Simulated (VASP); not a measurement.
# TaGe2N3 (P6/mmm) in VASP: notebook

Runs on TaGe2N3. Level: PBE. Tasks: single point.

Program: VASP 6.6.1. These are calculated values, not measurements. Logs are shortened: lines on timing, memory, paths and dates and some standing lists are left out, and cuts for length are marked.

## 1. The cell of the first run

It takes space group P6/mmm (No. 191, hexagonal). Conventional cell: a = 5.127 Å, b = 5.127 Å, c = 3.855 Å, α = 90.00°, β = 90.00°, γ = 120.00°. Within 2.6 Å of Ta (site symmetry 6/mmm) lie 2 N at 1.93 Å. Within 2.6 Å of Ge (site symmetry -6m2) lie 2 N at 1.93 Å. Within 2.6 Å of N (site symmetry -6m2) lie 2 Ge at 1.93 Å. N (site symmetry 6/mmm) has 2 Ta at 1.93 Å within 2.6 Å.

The cell was built from a structure type or drawn by symmetry, and may not be a known phase.

## 2. Single point, PBE

The input, INCAR:

```
SYSTEM = TaGe2N3
PREC     = Accurate       ! precision mode
ENCUT    = 520            ! plane-wave cutoff, eV
EDIFF    = 1E-6           ! SCF threshold, eV
ISMEAR   = 0              ! smearing method
SIGMA    = 0.1            ! smearing width, eV
LREAL    = .FALSE.        ! projectors in reciprocal space
LASPH    = .TRUE.         ! aspherical terms in the spheres
NELM     = 100            ! most SCF steps
ALGO     = Normal         ! electronic algorithm
ISIF     = 2              ! what is computed and relaxed
LWAVE    = .FALSE.        ! write WAVECAR
LCHARG   = .FALSE.        ! write CHGCAR
GGA      = PE             ! functional
NBANDS   = 36             ! bands
```

The input, KPOINTS:

```
regular mesh
0
G
  6 6 4
  0 0 0
```

The input, POSCAR:

```
TaGe2N3
1.0
    5.1265858093     -0.0000000029      0.0000000000
   -2.5632929022      4.4397535470      0.0000000000
    0.0000000000      0.0000000000      3.8554606145
Ta Ge N
1 2 3
Direct
    0.0000000000      0.0000000000      0.0000000000
    0.3333333333      0.6666666667      0.0000000000
    0.6666666667      0.3333333333      0.0000000000
    0.3333333333      0.6666666667      0.5000000000
    0.6666666667      0.3333333333      0.5000000000
    0.0000000000      0.0000000000      0.5000000000
```

Potentials or basis: VASP PAW PBE potentials, release 64 (Ta_pv, Ge_d, N).

Run with:

```sh
cat potpaw_PBE.64/Ta_pv/POTCAR potpaw_PBE.64/Ge_d/POTCAR potpaw_PBE.64/N/POTCAR > POTCAR
mpirun -np 1 vasp_std > vasp.out
```

OUTCAR:

```text
SYSTEM = TaGe2N3
   PREC = Accurate
   ENCUT = 520
   EDIFF = 1E-6
   ISMEAR = 0
   LREAL = .FALSE.
   LASPH = .TRUE.
   NELM = 100
   ISIF = 2
   GGA = PE

 ion  position               nearest neighbor table
   1  0.000  0.000  0.000-   6 1.93   6 1.93   2 2.96   3 2.96   3 2.96   2 2.96   3 2.96   2 2.96

   2  0.333  0.667  0.000-   4 1.93   4 1.93   1 2.96   1 2.96   1 2.96
   3  0.667  0.333  0.000-   5 1.93   5 1.93   1 2.96   1 2.96   1 2.96
   4  0.333  0.667  0.500-   2 1.93   2 1.93
   5  0.667  0.333  0.500-   3 1.93   3 1.93
   6  0.000  0.000  0.500-   1 1.93   1 1.93

  LATTYP: Found a hexagonal cell.
 ALAT       =     5.1265858093
 C/A-ratio  =     0.7520522933

  Lattice vectors:

 A1 = (   5.1265858093,  -0.0000000029,   0.0000000000)
 A2 = (  -2.5632929022,   4.4397535470,   0.0000000000)
 A3 = (   0.0000000000,   0.0000000000,   3.8554606145)

Analysis of symmetry for initial positions (statically):
=====================================================================
 Subroutine PRICEL returns:
 Original cell was already a primitive cell.

 Routine SETGRP: Setting up the symmetry group for a
 hexagonal supercell.

 Subroutine GETGRP returns: Found 24 space group operations
 (whereof 24 operations were pure point group operations)
 out of a pool of 24 trial point group operations.

The static configuration has the point symmetry D_6h.

Analysis of symmetry for dynamics (positions and initial velocities):
=====================================================================
 Subroutine PRICEL returns:
 Original cell was already a primitive cell.

 Routine SETGRP: Setting up the symmetry group for a
 hexagonal supercell.

 Subroutine GETGRP returns: Found 24 space group operations
 (whereof 24 operations were pure point group operations)
 out of a pool of 24 trial point group operations.

The dynamic configuration has the point symmetry D_6h.

 Subroutine INISYM returns: Found 24 space group operations
 (whereof 24 operations are pure point group operations),
 and found     1 'primitive' translations

----------------------------------------------------------------------------------------

                                     Primitive cell

  volume of cell :      87.7533

  direct lattice vectors                    reciprocal lattice vectors
     5.126585809 -0.000000003  0.000000000     0.195061594  0.112618864  0.000000000
    -2.563292902  4.439753547  0.000000000     0.000000000  0.225237728  0.000000000
     0.000000000  0.000000000  3.855460615     0.000000000  0.000000000  0.259372381

  length of vectors
     5.126585809  5.126585809  3.855460615     0.225237728  0.225237728  0.259372381

  position of ions in fractional coordinates (direct lattice)
     0.000000000  0.000000000  0.000000000
     0.333333333  0.666666667  0.000000000
     0.666666667  0.333333333  0.000000000
     0.333333333  0.666666667  0.500000000
     0.666666667  0.333333333  0.500000000
     0.000000000  0.000000000  0.500000000

  ion indices of the primitive-cell ions
   primitive index   ion index
                 1           1
                 2           2
                 3           3
                 4           4
                 5           5
                 6           6

----------------------------------------------------------------------------------------

 KPOINTS: regular mesh

Automatic generation of k-mesh.
 Grid dimensions read from file:
 generate k-points for:    6    6    4

 Generating k-lattice:

  Cartesian coordinates                     Fractional coordinates (reciprocal lattice)
     0.032510266  0.018769811  0.000000000     0.166666667 -0.000000000  0.000000000
     0.000000000  0.037539621  0.000000000     0.000000000  0.166666667  0.000000000
     0.000000000  0.000000000  0.064843095     0.000000000  0.000000000  0.250000000

  Length of vectors
     0.037539621  0.037539621  0.064843095

  Shift w.r.t. Gamma in fractional coordinates (k-lattice)
     0.000000000  0.000000000  0.000000000

 Subroutine IBZKPT returns following result:
 ===========================================

 Found     21 irreducible k-points:

 Following reciprocal coordinates:
            Coordinates               Weight
  0.000000  0.000000  0.000000      1.000000
  0.166667  0.000000  0.000000      6.000000
  0.333333  0.000000  0.000000      6.000000
  0.500000  0.000000  0.000000      3.000000
  0.166667  0.166667  0.000000      6.000000
  0.333333  0.166667  0.000000     12.000000
[... 13 lines left out ...]
  0.333333  0.166667  0.500000     12.000000
  0.333333  0.333333  0.500000      2.000000
   k-points           NKPTS =     21   k-points in BZ     NKDIM =     21   number of bands    NBANDS=     36
   number of dos      NEDOS =    301   number of ions     NIONS =      6
   total plane-waves  NPLWV =  48000
   dimension x,y,z NGX =    40 NGY =   40 NGZ =   30
   dimension x,y,z NGXF=    80 NGYF=   80 NGZF=   60
   ions per type =               1   2   3
   NGX,Y,Z   is equivalent  to a cutoff of  12.97, 12.97, 12.94 a.u.
   NGXF,Y,Z  is equivalent  to a cutoff of  25.94, 25.94, 25.87 a.u.
 SYSTEM =  TaGe2N3
   PREC   = accura    normal or accurate (medium, high low for compatibility)
   ISTART =      0    job   : 0-new  1-cont  2-samecut
   ICHARG =      2    charge: 1-file 2-atom 10-const
   ISPIN  =      1    spin polarized calculation?
   LNONCOLLINEAR =      F non collinear calculations
   LSORBIT =      F    spin-orbit coupling
   LASPH  =      T    aspherical Exc in radial PAW
   ENCUT  =  520.0 eV  38.22 Ry    6.18 a.u.   9.53  9.53  7.17*2*pi/ulx,y,z
   NELM   =    100;   NELMIN=  2; NELMDL= -5     # of ELM steps
   EDIFF  = 0.1E-05   stopping-criterion for ELM
   LREAL  =      F    real-space projection
   EDIFFG = 0.1E-04   stopping-criterion for IOM
   NSW    =      0    number of steps for IOM
   IBRION =     -1    ionic relax: 0-MD 1-quasi-New 2-CG
   NFREE  =      0    steps in history (QN), initial steepest desc. (CG)
   ISIF   =      2    stress and relaxation
   ISYM   =      2    0-nonsym 1-usesym 2-fastsym
   POTIM  = 0.5000    time-step for ionic-motion
   TEBEG  =    0.0;   TEEND  =   0.0 temperature during run
   PSTRESS=    0.0 pullay stress
   NELECT =      54.0000    total number of electrons
   NUPDOWN=      -1.0000    fix difference up-down
   EMIN   =  10.00;   EMAX   =-10.00  energy-range for DOS
   EFERMI =   0.00;   METHOD = LEGACY
   ISMEAR =     0;   SIGMA  =   0.10  broadening in eV -4-tet -1-fermi 0-gaus
   EFERMI_NEDOS =   21; number of points for ismear=-14 and -15
   IALGO  =     38    algorithm
   IMIX   =      4    mixing-type and parameters
     AMIX     =   0.40;   BMIX     =  1.00
     AMIX_MAG =   1.60;   BMIX_MAG =  1.00
  volume/ion in A,a.u.               =      14.63        98.70
  Fermi-wavevector in a.u.,A,eV,Ry     =   1.392467  2.631381 26.381218  1.938965
  Thomas-Fermi vector in A             =   2.516207
   LORBIT       =      0    0 simple, 1 ext, 2 COOP (PROOUT), +10 PAW based schemes
   GGA     = PE    functional components
   LHFCALC =     F    Hartree Fock is set to
   AEXX    =    0.0000 exact exchange contribution
   IVDW    =     0    specifies the selected vdW correction
   LEPSILON=     F    determine dielectric tensor
   LRPA    =     F    only Hartree local field effects (RPA)
 non-spin polarized calculation
 Gauss-broadening in eV      SIGMA  =   0.10
  energy-cutoff  :      520.00
  volume of cell :       87.75
 maximum number of plane-waves:      2408
 NGX is ok and might be reduce to    40
   NGX = 19   NGY = 19   NGZ = 15

 number of electron      54.0000022 magnetization

 Free energy of the ion-electron system (eV)
  ---------------------------------------------------
  ext. energy  EPLUGINS =         0.00000000
  ---------------------------------------------------
  free energy    TOTEN  =       -38.05349387 eV

  energy without entropy =      -38.02087487  energy(sigma->0) =      -38.03718437

 E-fermi :   3.9969     XC(G=0): -11.0717

 val. band max:        3.9911522579   @ k =   0.0000   0.0000   0.0000
 cond. band min:       4.0027119710   @ k =   0.0000   0.0000   0.2500
 fundamental gap:      0.0115597131
 Fermi energy:         3.9968652691

 k-point     1 :       0.0000    0.0000    0.0000
  band No.  band energies     occupation
      1     -30.5775      2.00000
      2     -30.5775      2.00000
      3     -30.4209      2.00000
      4     -20.0430      2.00000
      5     -20.0028      2.00000
      6     -19.9906      2.00000
[... 28 lines left out ...]
     35       9.2573      0.00000
     36       9.2573      0.00000

 k-point     2 :       0.1667    0.0000    0.0000
  band No.  band energies     occupation
      1     -30.5779      2.00000
      2     -30.5775      2.00000
      3     -30.4210      2.00000
      4     -20.0412      2.00000
      5     -20.0097      2.00000
      6     -19.9960      2.00000
[... 28 lines left out ...]
     35      10.0543      0.00000
     36      10.6342      0.00000

 k-point     3 :       0.3333    0.0000    0.0000
  band No.  band energies     occupation
      1     -30.5788      2.00000
      2     -30.5776      2.00000
      3     -30.4209      2.00000
      4     -20.0368      2.00000
      5     -20.0208      2.00000
      6     -20.0038      2.00000
[... 28 lines left out ...]
     35      11.2725      0.00000
     36      11.8703      0.00000

 k-point     4 :       0.5000    0.0000    0.0000
  band No.  band energies     occupation
      1     -30.5792      2.00000
      2     -30.5777      2.00000
      3     -30.4209      2.00000
      4     -20.0325      2.00000
      5     -20.0279      2.00000
      6     -20.0070      2.00000
[... 28 lines left out ...]
     35      10.5406      0.00000
     36      12.3847      0.00000

 k-point     5 :       0.1667    0.1667    0.0000
  band No.  band energies     occupation
      1     -30.5785      2.00000
      2     -30.5777      2.00000
      3     -30.4209      2.00000
      4     -20.0381      2.00000
      5     -20.0172      2.00000
      6     -20.0052      2.00000
[... 538 lines left out ...]
 k-point    19 :       0.1667    0.1667    0.5000
  band No.  band energies     occupation
      1     -30.5728      2.00000
      2     -30.5721      2.00000
      3     -30.5004      2.00000
      4     -20.0058      2.00000
      5     -19.9979      2.00000
      6     -19.9946      2.00000
[... 28 lines left out ...]
     35      10.0431      0.00000
     36      11.1820      0.00000

 k-point    20 :       0.3333    0.1667    0.5000
  band No.  band energies     occupation
      1     -30.5732      2.00000
      2     -30.5723      2.00000
      3     -30.5004      2.00000
      4     -20.0139      2.00000
      5     -20.0014      2.00000
      6     -19.9940      2.00000
[... 28 lines left out ...]
     35      10.2816      0.00000
     36      11.1329      0.00000

 k-point    21 :       0.3333    0.3333    0.5000
  band No.  band energies     occupation
      1     -30.5729      2.00000
      2     -30.5729      2.00000
      3     -30.5003      2.00000
      4     -20.0181      2.00000
      5     -19.9977      2.00000
      6     -19.9977      2.00000
[... 28 lines left out ...]
     35       9.9994      0.00000
     36       9.9994      0.00000

------------------------ aborting loop because EDIFF is reached ----------------------------------------

  FORCE on cell =-STRESS in cart. coord.  units (eV):
  Direction    XX          YY          ZZ          XY          YZ          ZX
  --------------------------------------------------------------------------------------
  -------------------------------------------------------------------------------------
  Total       -0.0679014     -0.0679014      0.0466952      0.0000000      0.0000000     -0.0000000
  in kB       -1.2397275     -1.2397275      0.8525488      0.0000000      0.0000000     -0.0000000
  external PRESSURE =      -0.5423020 kB  Pullay stress =       0.0000000 kB

 VOLUME and BASIS-vectors are now :
 -----------------------------------------------------------------------------
  energy-cutoff  :      520.00
  volume of cell :       87.75
      direct lattice vectors                 reciprocal lattice vectors
     5.126585809 -0.000000003  0.000000000     0.195061594  0.112618864  0.000000000
    -2.563292902  4.439753547  0.000000000     0.000000000  0.225237728  0.000000000
     0.000000000  0.000000000  3.855460615     0.000000000  0.000000000  0.259372381

 POSITION                                       TOTAL-FORCE (eV/Angst)
 -----------------------------------------------------------------------------------
      0.00000      0.00000      0.00000        -0.000000      0.000000      0.000000
      0.00000      2.95984      0.00000        -0.000000      0.000000      0.000000
      2.56329      1.47992      0.00000         0.000000     -0.000000      0.000000
      0.00000      2.95984      1.92773         0.000000      0.000000      0.000000
      2.56329      1.47992      1.92773         0.000000      0.000000     -0.000000
      0.00000      0.00000      1.92773        -0.000000      0.000000      0.000000
 -----------------------------------------------------------------------------------
    total drift:                                0.000000     -0.000000     -0.000000

  FREE ENERGIE OF THE ION-ELECTRON SYSTEM (eV)
  ---------------------------------------------------
  free  energy   TOTEN  =       -38.0534938654 eV

  energy  without entropy=      -38.0208748744  energy(sigma->0) =      -38.03718437
```

Wall time 54 s (1 thread of AMD EPYC 9R45 (Zen 5), shared host); peak memory 0.21 GiB.

Results:

| Item | Value |
| --- | --- |
| Free energy | -38.0535 eV |
| Pressure | -0.1 GPa |
| Band gap on the k mesh | zero (bands 27 and 28 overlap by 0.73 eV) |

Caveat: the k points lie up to 0.41 Å⁻¹ apart, too coarse for converged energies and pressures of a metal; spin-orbit coupling is left out, which moves the levels of the heavy elements.

[end of part 1 of 2]
